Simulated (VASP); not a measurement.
# Ag (P6_3/mmc) in VASP: notebook

The runs below take Ag through single point, with PBEsol.

All numbers are computed with VASP 6.6.1; they aren't measurements. Logs are shortened: lines on timing, memory, paths and dates and some standing lists are left out, and cuts for length are marked.

**1. The cell of the first run**

Symmetry: P6_3/mmc, No. 194, hexagonal system. Conventional cell: a = 2.866 Å, b = 2.866 Å, c = 4.697 Å, α = 90.00°, β = 90.00°, γ = 120.00°. Ag (site symmetry -6m2) has 12 Ag at 2.87 Å within 3.8 Å.

**2. Single point, PBEsol**

Contents of INCAR:

```
SYSTEM = Ag
  PREC = Accurate
  ENCUT = 520
  EDIFF = 1E-6
  ISMEAR = -1
  SIGMA = 0.08
  LREAL = .False.
  LASPH = .True.
  NELM = 60
  ALGO = Normal
  ISIF = 2
  LWAVE = .False.
  LCHARG = .False.
  GGA = PS
  NBANDS = 18
```

Contents of KPOINTS:

```
Automatic mesh
0
Gamma
  16 16 8
  0 0 0
```

Contents of POSCAR:

```
Ag
1.0
    2.8657138454      0.0000000000      0.0000000000
   -1.4328569227      2.4817809901      0.0000000000
    0.0000000000      0.0000000000      4.6966158744
Ag
2
Direct
    0.3333333333      0.6666666667      0.2500000000
    0.6666666667      0.3333333333      0.7500000000
```

Potentials or basis: VASP PAW PBE potentials, release 64 (Ag).

Run with:

```
$ cat potpaw_PBE.64/Ag/POTCAR > POTCAR
$ mpirun -np 1 vasp_std > vasp.out
```

OUTCAR:

```text
SYSTEM = Ag
   PREC = Accurate
   ENCUT = 520
   EDIFF = 1E-6
   ISMEAR = -1
   LREAL = .False.
   LASPH = .True.
   NELM = 60
   ISIF = 2
   GGA = PS

 ion  position               nearest neighbor table
   1  0.333  0.667  0.250-   2 2.87   2 2.87   2 2.87   2 2.87   2 2.87   2 2.87
   2  0.667  0.333  0.750-   1 2.87   1 2.87   1 2.87   1 2.87   1 2.87   1 2.87

  LATTYP: Found a hexagonal cell.
 ALAT       =     2.8657138454
 C/A-ratio  =     1.6388991113

  Lattice vectors:

 A1 = (   2.8657138454,   0.0000000000,   0.0000000000)
 A2 = (  -1.4328569227,   2.4817809901,   0.0000000000)
 A3 = (   0.0000000000,   0.0000000000,   4.6966158744)

Analysis of symmetry for initial positions (statically):
=====================================================================
 Subroutine PRICEL returns:
 Original cell was already a primitive cell.

 Routine SETGRP: Setting up the symmetry group for a
 hexagonal supercell.

 Subroutine GETGRP returns: Found 24 space group operations
 (whereof 12 operations were pure point group operations)
 out of a pool of 24 trial point group operations.

The static configuration has the point symmetry D_3d.
 The point group associated with its full space group is D_6h.

Analysis of symmetry for dynamics (positions and initial velocities):
=====================================================================
 Subroutine PRICEL returns:
 Original cell was already a primitive cell.

 Routine SETGRP: Setting up the symmetry group for a
 hexagonal supercell.

 Subroutine GETGRP returns: Found 24 space group operations
 (whereof 12 operations were pure point group operations)
 out of a pool of 24 trial point group operations.

The dynamic configuration has the point symmetry D_3d.
 The point group associated with its full space group is D_6h.

 Subroutine INISYM returns: Found 24 space group operations
 (whereof 12 operations are pure point group operations),
 and found     1 'primitive' translations

----------------------------------------------------------------------------------------

                                     Primitive cell

  volume of cell :      33.4027

  direct lattice vectors                    reciprocal lattice vectors
     2.865713845  0.000000000  0.000000000     0.348953194  0.201468221  0.000000000
    -1.432856923  2.481780990  0.000000000     0.000000000  0.402936441  0.000000000
     0.000000000  0.000000000  4.696615874     0.000000000  0.000000000  0.212919265

  length of vectors
     2.865713845  2.865713845  4.696615874     0.402936441  0.402936441  0.212919265

  position of ions in fractional coordinates (direct lattice)
     0.333333333  0.666666667  0.250000000
     0.666666667  0.333333333  0.750000000

  ion indices of the primitive-cell ions
   primitive index   ion index
                 1           1
                 2           2

----------------------------------------------------------------------------------------

 KPOINTS: Automatic mesh

Automatic generation of k-mesh.
 Grid dimensions read from file:
 generate k-points for:   16   16    8

 Generating k-lattice:

  Cartesian coordinates                     Fractional coordinates (reciprocal lattice)
     0.021809575  0.012591764  0.000000000     0.062500000  0.000000000  0.000000000
     0.000000000  0.025183528  0.000000000     0.000000000  0.062500000  0.000000000
     0.000000000  0.000000000  0.026614908     0.000000000  0.000000000  0.125000000

  Length of vectors
     0.025183528  0.025183528  0.026614908

  Shift w.r.t. Gamma in fractional coordinates (k-lattice)
     0.000000000  0.000000000  0.000000000

 Subroutine IBZKPT returns following result:
 ===========================================

 Found    150 irreducible k-points:

 Following reciprocal coordinates:
            Coordinates               Weight
  0.000000  0.000000  0.000000      1.000000
  0.062500  0.000000  0.000000      6.000000
  0.125000  0.000000  0.000000      6.000000
  0.187500  0.000000  0.000000      6.000000
  0.250000  0.000000  0.000000      6.000000
  0.312500  0.000000  0.000000      6.000000
[... 16 lines left out ...]
  0.187500  0.187500  0.000000      6.000000
  0.250000  0.187500  0.000000     12.000000
 [... further k-points ...]
   k-points           NKPTS =    150   k-points in BZ     NKDIM =    150   number of bands    NBANDS=     18
   number of dos      NEDOS =    301   number of ions     NIONS =      2
   total plane-waves  NPLWV =  20736
   dimension x,y,z NGX =    24 NGY =   24 NGZ =   36
   dimension x,y,z NGXF=    48 NGYF=   48 NGZF=   72
   ions per type =               2
   NGX,Y,Z   is equivalent  to a cutoff of  13.92, 13.92, 12.74 a.u.
   NGXF,Y,Z  is equivalent  to a cutoff of  27.85, 27.85, 25.49 a.u.
 SYSTEM =  Ag
   PREC   = accura    normal or accurate (medium, high low for compatibility)
   ISTART =      0    job   : 0-new  1-cont  2-samecut
   ICHARG =      2    charge: 1-file 2-atom 10-const
   ISPIN  =      1    spin polarized calculation?
   LNONCOLLINEAR =      F non collinear calculations
   LSORBIT =      F    spin-orbit coupling
   LASPH  =      T    aspherical Exc in radial PAW
   ENCUT  =  520.0 eV  38.22 Ry    6.18 a.u.   5.33  5.33  8.73*2*pi/ulx,y,z
   NELM   =     60;   NELMIN=  2; NELMDL= -5     # of ELM steps
   EDIFF  = 0.1E-05   stopping-criterion for ELM
   LREAL  =      F    real-space projection
   EDIFFG = 0.1E-04   stopping-criterion for IOM
   NSW    =      0    number of steps for IOM
   IBRION =     -1    ionic relax: 0-MD 1-quasi-New 2-CG
   NFREE  =      0    steps in history (QN), initial steepest desc. (CG)
   ISIF   =      2    stress and relaxation
   ISYM   =      2    0-nonsym 1-usesym 2-fastsym
   POTIM  = 0.5000    time-step for ionic-motion
   TEBEG  =    0.0;   TEEND  =   0.0 temperature during run
   PSTRESS=    0.0 pullay stress
   NELECT =      22.0000    total number of electrons
   NUPDOWN=      -1.0000    fix difference up-down
   EMIN   =  10.00;   EMAX   =-10.00  energy-range for DOS
   EFERMI =   0.00;   METHOD = LEGACY
   ISMEAR =    -1;   SIGMA  =   0.08  broadening in eV -4-tet -1-fermi 0-gaus
   EFERMI_NEDOS =   21; number of points for ismear=-14 and -15
   IALGO  =     38    algorithm
   IMIX   =      4    mixing-type and parameters
     AMIX     =   0.40;   BMIX     =  1.00
     AMIX_MAG =   1.60;   BMIX_MAG =  1.00
  volume/ion in A,a.u.               =      16.70       112.71
  Fermi-wavevector in a.u.,A,eV,Ry     =   1.424367  2.691664 27.603796  2.028822
  Thomas-Fermi vector in A             =   2.544866
   LORBIT       =      0    0 simple, 1 ext, 2 COOP (PROOUT), +10 PAW based schemes
   GGA     = PS    functional components
   LHFCALC =     F    Hartree Fock is set to
   AEXX    =    0.0000 exact exchange contribution
   IVDW    =     0    specifies the selected vdW correction
   LEPSILON=     F    determine dielectric tensor
   LRPA    =     F    only Hartree local field effects (RPA)
 non-spin polarized calculation
  energy-cutoff  :      520.00
  volume of cell :       33.40
 maximum number of plane-waves:       917
 NGX is ok and might be reduce to    24
   NGX = 11   NGY = 11   NGZ = 17

 number of electron      21.9999997 magnetization

 Free energy of the ion-electron system (eV)
  ---------------------------------------------------
  ext. energy  EPLUGINS =         0.00000000
  ---------------------------------------------------
  free energy    TOTEN  =        -6.60963236 eV

  energy without entropy =       -6.59560332  energy(sigma->0) =       -6.60261784

 E-fermi :   8.4654     XC(G=0): -12.5348

 val. band max:        8.4628474817   @ k =   0.4375   0.0625   0.2500
 cond. band min:       8.5468762656   @ k =   0.3125   0.0625   0.3750
 fundamental gap:      0.0840287839
 Fermi energy:         8.4654370273

 k-point     1 :       0.0000    0.0000    0.0000
  band No.  band energies     occupation
      1       0.5372      2.00000
      2       1.9933      2.00000
      3       3.6558      2.00000
      4       3.7689      2.00000
      5       3.7689      2.00000
      6       4.0165      2.00000
[... 10 lines left out ...]
     17      27.0538      0.00000
     18      27.0538      0.00000

 k-point     2 :       0.0625    0.0000    0.0000
  band No.  band energies     occupation
      1       0.6481      2.00000
      2       2.0602      2.00000
      3       3.5843      2.00000
      4       3.8294      2.00000
      5       3.8351      2.00000
      6       3.9924      2.00000
[... 10 lines left out ...]
     17      26.1974      0.00000
     18      27.2020      0.00000

 k-point     3 :       0.1250    0.0000    0.0000
  band No.  band energies     occupation
      1       0.9686      2.00000
      2       2.2372      2.00000
      3       3.4579      2.00000
      4       3.8867      2.00000
      5       4.0051      2.00000
      6       4.0194      2.00000
[... 10 lines left out ...]
     17      26.4675      0.00000
     18      27.4653      0.00000

 k-point     4 :       0.1875    0.0000    0.0000
  band No.  band energies     occupation
      1       1.4512      2.00000
      2       2.4347      2.00000
      3       3.3675      2.00000
      4       3.7602      2.00000
      5       3.8202      2.00000
      6       4.1394      2.00000
[... 375 lines left out ...]
      4       3.6385      2.00000
      5       3.9545      2.00000
      6       4.2448      2.00000
[... 10 lines left out ...]
     17      19.1839      0.00000
     18      23.4380      0.00000

 k-point    23 :       0.1875    0.1875    0.0000
  band No.  band energies     occupation
      1       2.6385      2.00000
      2       2.8391      2.00000
      3       2.9754      2.00000
      4       3.1011      2.00000
      5       3.6720      2.00000
      6       3.9335      2.00000
[... 10 lines left out ...]
     17      24.0094      0.00000
     18      24.3631      0.00000

 k-point    24 :       0.2500    0.1875    0.0000
  band No.  band energies     occupation
      1       2.7158      2.00000
      2       2.7446      2.00000
      3       2.8266      2.00000
      4       3.4165      2.00000
      5       3.6007      2.00000
      6       4.0725      2.00000
[... 10 lines left out ...]
     17      22.3223      0.00000
     18      23.0958      0.00000

 [... further k-points ...]
[... 5 lines left out ...]
  --------------------------------------------------------------------------------------
  -------------------------------------------------------------------------------------
  Total       -0.0453521     -0.0453521     -0.0416118      0.0000000      0.0000000      0.0000000
  in kB       -2.1753354     -2.1753354     -1.9959317      0.0000000      0.0000000      0.0000000
  external PRESSURE =      -2.1155341 kB  Pullay stress =       0.0000000 kB

 VOLUME and BASIS-vectors are now :
 -----------------------------------------------------------------------------
  energy-cutoff  :      520.00
  volume of cell :       33.40
      direct lattice vectors                 reciprocal lattice vectors
     2.865713845  0.000000000  0.000000000     0.348953194  0.201468221  0.000000000
    -1.432856923  2.481780990  0.000000000     0.000000000  0.402936441  0.000000000
     0.000000000  0.000000000  4.696615874     0.000000000  0.000000000  0.212919265

 POSITION                                       TOTAL-FORCE (eV/Angst)
 -----------------------------------------------------------------------------------
     -0.00000      1.65452      1.17415         0.000000      0.000000     -0.000000
      1.43286      0.82726      3.52246        -0.000000      0.000000      0.000000
 -----------------------------------------------------------------------------------
    total drift:                               -0.000000      0.000000     -0.000000

  FREE ENERGIE OF THE ION-ELECTRON SYSTEM (eV)
  ---------------------------------------------------
  free  energy   TOTEN  =        -6.6096323633 eV

  energy  without entropy=       -6.5956033204  energy(sigma->0) =       -6.60261784
```

Run time: 32 s. Hardware: 1 thread of Intel Xeon Platinum 8488C (Sapphire Rapids), shared host; peak memory 0.2 GiB.

Results:

```yaml
Free_energy: -6.6096 eV
Pressure: -0.2 GPa
Band_gap_on_the_k_mesh: zero (band 11 reaches 12.20 eV, above the bottom of band 12 at 5.12 eV)
```

Caveat: the PAW data sets were made with another functional, which shifts forces and pressure a little.

**3. Single point, PBEsol**

Contents of INCAR:

```
PREC = Accurate ; ENCUT = 520
EDIFF = 1E-6 ; ISMEAR = -1
SIGMA = 0.08 ; LREAL = False
LASPH = True ; NELM = 80
ALGO = Normal ; ISIF = 2
LWAVE = False ; LCHARG = False
GGA = PS ; NBANDS = 18
```

Contents of KPOINTS:

```
regular mesh
0
Gamma
  16 16 8
```

POSCAR is that of step 2.

Potentials or basis: VASP PAW PBE potentials, release 64 (Ag).

Run with:

```
$ cat potpaw_PBE.64/Ag/POTCAR > POTCAR
$ mpirun -np 1 vasp_std > vasp.out
```

Run time: 35 s. Hardware: 1 thread of Intel Xeon Platinum 8488C (Sapphire Rapids), shared host; peak memory 0.21 GiB.

It converged, with:

* Free energy: -6.6096 eV
* Pressure: -0.2 GPa
* Band gap on the k mesh: zero (band 11 reaches 12.20 eV, above the bottom of band 12 at 5.12 eV)

Levels at points of the mesh, in eV from the Fermi level:
| k point | band 8 | band 9 | band 10 | band 11 | band 12 | band 13 | band 14 | band 15 |
| --- | --- | --- | --- | --- | --- | --- | --- | --- |
| (0.00, 0.00, 0.00) | -4.07 | -4.07 | -3.02 | -3.02 | -0.49 | 3.70 | 15.75 | 17.62 |
| (0.50, 0.00, 0.00) | -2.87 | -2.82 | -2.73 | 0.14 | 1.65 | 6.98 | 7.24 | 9.58 |
| (0.00, 0.00, 0.50) | -4.58 | -3.35 | -3.35 | -3.35 | -3.35 | 11.25 | 11.25 | 16.13 |
| (0.50, 0.00, 0.50) | -3.08 | -2.78 | -2.78 | 0.74 | 0.74 | 4.76 | 4.76 | 13.82 |

Caveat: the PAW data sets were made with another functional, which shifts forces and pressure a little.
